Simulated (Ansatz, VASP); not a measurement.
**One calculation of Be2Tl, two programs**

```
Be Tl
1.0
     4.42924    0.00000    0.00000
     0.00000    5.40586    0.00000
     0.00000    0.00000    3.37470
Be Tl
4 2
Direct
  0.20040 0.37870 0.00000
  0.79960 0.62130 0.00000
  0.70040 0.12130 0.50000
  0.29960 0.87870 0.50000
  0.00000 0.00000 0.00000
  0.50000 0.50000 0.50000
```

Alike in both runs: task single point; functional PBE; k mesh 4 × 4 × 6; occupations gaussian, width 0.1 eV; no spin polarisation.

```csv
,VASP,Ansatz
version,VASP 6.6.1,Ansatz 0.2.0
potentials or method,"VASP PAW PBE potentials, release 64 (Be, Tl_d), cutoff 520 eV","scalar-relativistic, plane waves, PAW"
valence electrons in the cell,34,34
```

```tsv
	VASP	Ansatz	Ansatz less VASP
gap on the k mesh at the Fermi level (eV)	none	none	-
rms of the force components (eV/Å)	0.426	0.428	+0.0021
```

Atom by atom the forces differ by 0.002 eV/Å (rms over components). A gap of «none» marks a metal or a gap that the smearing closes. With one functional, cell and mesh, what is left measures potentials, basis and numerics.

Neither program's run includes spin-orbit coupling.
